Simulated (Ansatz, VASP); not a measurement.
# ReS: VASP beside Ansatz

The input INCAR:

```
  PREC = Accurate
  ENCUT = 600
  EDIFF = 1E-6
  ISMEAR = 0
  SIGMA = 0.1
  LREAL = F
  LASPH = T
  NELM = 100
  ALGO = Normal
  ISIF = 3
  LWAVE = F
  LCHARG = F
  GGA = PE
  IBRION = 2
  NSW = 100
  EDIFFG = -0.01
```

Contents of KPOINTS:

```
regular mesh
0
Gamma
  14 14 14
```

File POSCAR:

```
ReS
1.0
    2.9760799197      0.0000000000      0.0000000000
    0.0000000000      2.9760799197      0.0000000000
    0.0000000000      0.0000000000      2.9760799197
Re S
1 1
Direct
    0.0000000000      0.0000000000      0.0000000000
    0.5000000000      0.5000000000      0.5000000000
```

Input for Ansatz:

```yaml
crystal:
  lattice:
    - [2.9760799174, 0.0, 0.0]
    - [0.0, 2.9760799174, 0.0]
    - [0.0, 0.0, 2.9760799174]
  atoms:
    - { symbol: Re, position: [0.0, 0.0, 0.0] }
    - { symbol: S, position: [0.5, 0.5, 0.5] }
basis:
  ecutwfc: 420
kpoints:
  mp_grid: { grid: [14, 14, 14] }
hamiltonian:
  xc: pbe
scf:
  occupations: { method: gaussian, width: 0.1 }
output:
  forces: true
  stress: true
  eigenvalues: true
relax:
  adjacent_minimum: "off"
  f_tol: 0.01
  max_steps: 80
  cell: { stress_tol: 0.05 }
```

Alike in both runs: task relaxation of cell and atoms; functional PBE; k mesh 14 × 14 × 14; occupations gaussian, width 0.1 eV; no spin polarisation.

|  | VASP | Ansatz |
| --- | --- | --- |
| version | VASP 6.6.1 | Ansatz 0.2.0 |
| potentials or method | VASP PAW PBE potentials, release 64 (Re, S), cutoff 600 eV | scalar-relativistic, plane waves, PAW |
| valence electrons in the cell | 13 | 21 |

```csv
,VASP,Ansatz,Ansatz less VASP
"gap on the k mesh at the Fermi level, each at its own relaxed structure (eV)",none,none,-
relaxed volume (Å³/atom),13.22,13.17,-0.049
relaxed length of the cell vector where the two differ most in proportion (Å),2.979,2.976,-0.0037
```

A gap of «none» marks a metal or a gap that the smearing closes. VASP's potentials hold 13 valence electrons a cell and Ansatz's 21, so a difference there can come from the potentials and not from the codes.

Spin-orbit coupling is off throughout.
